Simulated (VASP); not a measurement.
# Pb (Fm-3m) in VASP: a series of runs, part 2 of 2

VASP 6.6.1. The steps go on from the part before.

## 3. Single point, RPBE+D3(BJ)

This run uses another cell than the first one, of 30.32 Å³/atom, 0.962 times its volume.

INCAR

```
PREC = Accurate
ENCUT = 520
EDIFF = 1E-6
ISMEAR = -1
SIGMA = 0.05
LREAL = F
LASPH = T
NELM = 80
ALGO = Normal
ISIF = 2
LWAVE = F
LCHARG = T
GGA = RP
IVDW = 12
LELF = T
LVHAR = T
NBANDS = 13
```

KPOINTS

```
Automatic mesh
0
Gamma
  9 9 9
```

POSCAR

```
Pb
1.0
    0.0000000000      2.4750200000      2.4750200000
    2.4750200000      0.0000000000      2.4750200000
    2.4750200000      2.4750200000      0.0000000000
Pb
1
Direct
    0.0000000000      0.0000000000      0.0000000000
```

Potentials or basis: VASP PAW PBE potentials, release 64 (Pb_d).

Started as:

```
$ cat potpaw_PBE.64/Pb_d/POTCAR > POTCAR
$ mpirun -np 1 vasp_std > vasp.out
```

OUTCAR:

```text
PREC = Accurate
   ENCUT = 520
   EDIFF = 1E-6
   ISMEAR = -1
   LREAL = F
   LASPH = T
   NELM = 80
   ISIF = 2
   GGA = RP
   IVDW = 12
 IVDW          = 12

 ion  position               nearest neighbor table
   1  0.000  0.000  0.000-

  LATTYP: Found a face centered cubic cell.
 ALAT       =     4.9500400000

  Lattice vectors:

 A1 = (   0.0000000000,   2.4750200000,   2.4750200000)
 A2 = (   2.4750200000,   0.0000000000,   2.4750200000)
 A3 = (   2.4750200000,   2.4750200000,   0.0000000000)

Analysis of symmetry for initial positions (statically):
[... 5 lines left out ...]
 face centered cubic supercell.

 Subroutine GETGRP returns: Found 48 space group operations
 (whereof 48 operations were pure point group operations)
 out of a pool of 48 trial point group operations.

The static configuration has the point symmetry O_h .

Analysis of symmetry for dynamics (positions and initial velocities):
[... 5 lines left out ...]
 face centered cubic supercell.

 Subroutine GETGRP returns: Found 48 space group operations
 (whereof 48 operations were pure point group operations)
 out of a pool of 48 trial point group operations.
[... 153 lines left out ...]

 k-point     1 :       0.0000    0.0000    0.0000
  band No.  band energies     occupation
      1      -9.7341      2.00000
      2      -9.7341      2.00000
      3      -9.7341      2.00000
      4      -9.5958      2.00000
      5      -9.5958      2.00000
      6      -4.3378      2.00000
      7      14.8538      0.00000
      8      14.8538      0.00000
      9      14.8538      0.00000
     10      17.1349      0.00000
     11      18.7108      0.00000
     12      19.8781      0.00000
     13      19.8781      0.00000
[... 354 lines left out ...]
  band No.  band energies     occupation
      1      -9.8911      2.00000
      2      -9.8003      2.00000
      3      -9.4770      2.00000
      4      -9.4379      2.00000
      5      -9.4379      2.00000
      6       0.2640      2.00000
      7       4.6998      2.00000
      8       9.5730      0.00000
      9       9.5730      0.00000
     10      12.8560      0.00000
     11      14.0689      0.00000
     12      25.6580      0.00000
     13      27.3552      0.00000

 [... further k-points ...]

------------------------ aborting loop because EDIFF is reached ----------------------------------------

 Edisp (eV)   -2.45086

 E8    (eV) :    -1.7679

  FORCE on cell =-STRESS in cart. coord.  units (eV):
  Direction    XX          YY          ZZ          XY          YZ          ZX
  --------------------------------------------------------------------------------------
  -------------------------------------------------------------------------------------
  Total      -3.18653    -3.18653    -3.18653    -0.00000    -0.00000     0.00000
  in kB    -168.36925  -168.36925  -168.36925    -0.00000    -0.00000     0.00000
  external pressure =     -168.37 kB  Pullay stress =        0.00 kB

 VOLUME and BASIS-vectors are now :
 -----------------------------------------------------------------------------
  energy-cutoff  :      520.00
  volume of cell :       30.32
      direct lattice vectors                 reciprocal lattice vectors
     0.000000000  2.475020000  2.475020000    -0.202018570  0.202018570  0.202018570
     2.475020000  0.000000000  2.475020000     0.202018570 -0.202018570  0.202018570
     2.475020000  2.475020000  0.000000000     0.202018570  0.202018570 -0.202018570

 POSITION                                       TOTAL-FORCE (eV/Angst)
 -----------------------------------------------------------------------------------
      0.00000      0.00000      0.00000         0.000000      0.000000     -0.000000
 -----------------------------------------------------------------------------------
    total drift:                               -0.000000     -0.000000     -0.000000

  FREE ENERGIE OF THE ION-ELECTRON SYSTEM (eV)
  ---------------------------------------------------
  free  energy   TOTEN  =        -5.6158953719 eV

  energy  without entropy=       -5.6127977422  energy(sigma->0) =       -5.61434656
```

OSZICAR:

```text
N       E                     dE             d eps       ncg     rms          rms(c)
DAV:   1     0.108423445179E+03    0.10842E+03   -0.70904E+03   930   0.126E+03
DAV:   2     0.186587189414E+01   -0.10656E+03   -0.10307E+03   950   0.314E+02
DAV:   3    -0.305318361931E+01   -0.49191E+01   -0.49001E+01  1148   0.723E+01
DAV:   4    -0.316701285991E+01   -0.11383E+00   -0.11381E+00  1129   0.119E+01
DAV:   5    -0.317235676396E+01   -0.53439E-02   -0.53436E-02  1265   0.236E+00    0.492E-01
DAV:   6    -0.316623358720E+01    0.61232E-02   -0.98888E-03  1192   0.170E+00    0.261E-01
DAV:   7    -0.316495301318E+01    0.12806E-02   -0.49471E-03  1185   0.115E+00    0.892E-02
DAV:   8    -0.316504230925E+01   -0.89296E-04   -0.52615E-04  1170   0.338E-01    0.109E-02
DAV:   9    -0.316503841108E+01    0.38982E-05   -0.12905E-05  1228   0.607E-02    0.555E-03
DAV:  10    -0.316503679254E+01    0.16185E-05   -0.17482E-06  1100   0.121E-02    0.472E-04
DAV:  11    -0.316503682002E+01   -0.27484E-07   -0.57490E-08   715   0.376E-03
   1 F= -.56158954E+01 E0= -.56143466E+01  d E =-.309763E-02
```

It took 15 s on 1 thread of Intel Xeon Platinum 8259CL at 2.50GHz (Skylake/Cascade Lake), shared host; peak memory 0.17 GiB.

Results:

| Quantity | Value |
| --- | --- |
| Free energy | -5.6159 eV |
| Pressure | -16.8 GPa |
| Band gap on the k mesh | zero (band 7 reaches 14.85 eV, above the bottom of band 8 at 5.87 eV) |
| Dispersion energy per atom | -2.451 eV |

Caveat: the PAW data sets were made with another functional, which shifts forces and pressure a little; spin-orbit coupling is left out, which moves the levels of the heavy elements; pairwise dispersion overbinds metals, which lowers pressure and volume.

## 4. Single point, RPBE+D3(BJ)

This run uses another cell than the first one, of 30.93 Å³/atom, 0.981 times its volume.

INCAR

```
PREC = Accurate
ENCUT = 520
EDIFF = 1E-6
ISMEAR = -1
SIGMA = 0.05
LREAL = False
LASPH = True
NELM = 80
ALGO = Normal
ISIF = 2
LWAVE = False
LCHARG = False
GGA = RP
IVDW = 12
NBANDS = 13
```

KPOINTS

```
regular mesh
0
Gamma
  9 9 9
```

POSCAR

```
Pb
1.0
    0.0000000000      2.4914113386      2.4914113386
    2.4914113386      0.0000000000      2.4914113386
    2.4914113386      2.4914113386      0.0000000000
Pb
1
Direct
    0.0000000000      0.0000000000      0.0000000000
```

Started as:

```
$ cat potpaw_PBE.64/Pb_d/POTCAR > POTCAR
$ mpirun -np 1 vasp_std > vasp.out
```

Wall time 14 s (1 thread of Intel Xeon Platinum 8259CL at 2.50GHz (Skylake/Cascade Lake), shared host); peak memory 0.17 GiB.

It converged, with:

```
Free energy                : -5.5519 eV
Pressure                   : -17.1 GPa
Band gap on the k mesh     : zero (band 7 reaches 14.48 eV, above the bottom of band 8 at 5.69 eV)
Dispersion energy per atom : -2.374 eV
```

Levels at points of the mesh, in eV from the Fermi level:
| k point | band 3 | band 4 | band 5 | band 6 | band 7 | band 8 | band 9 | band 10 | band 11 | band 12 |
| --- | --- | --- | --- | --- | --- | --- | --- | --- | --- | --- |
| (0.00, 0.00, 0.00) | -17.00 | -16.87 | -16.87 | -11.48 | 7.42 | 7.42 | 7.42 | 9.84 | 11.18 | 12.46 |

Caveat: the PAW data sets were made with another functional, which shifts forces and pressure a little; spin-orbit coupling is left out, which moves the levels of the heavy elements; pairwise dispersion overbinds metals, which lowers pressure and volume.

## 5. The runs side by side

```csv
level,cell,gap on the mesh (eV),pressure (GPa)
PBEsol+D4,"a = 3.546 Å, angles 60.0°, 1 atom",none,-3.5
RPBE+D3(BJ),"a = 3.500 Å, angles 60.0°, 1 atom",none,-16.8
RPBE+D3(BJ),"a = 3.523 Å, angles 60.0°, 1 atom",none,-17.1
```

Alike in all rows: task single point; potentials or basis VASP PAW PBE potentials, release 64 (Pb_d); no spin polarisation; k mesh 9 × 9 × 9; cutoff (eV) 520; smearing fermi-dirac 0.05 eV.

Caveats: the PAW data sets were made with another functional, which shifts forces and pressure a little; spin-orbit coupling is left out, which moves the levels of the heavy elements; pairwise dispersion overbinds metals, which lowers pressure and volume.

Absolute energies hang on the potentials; compare differences alone.
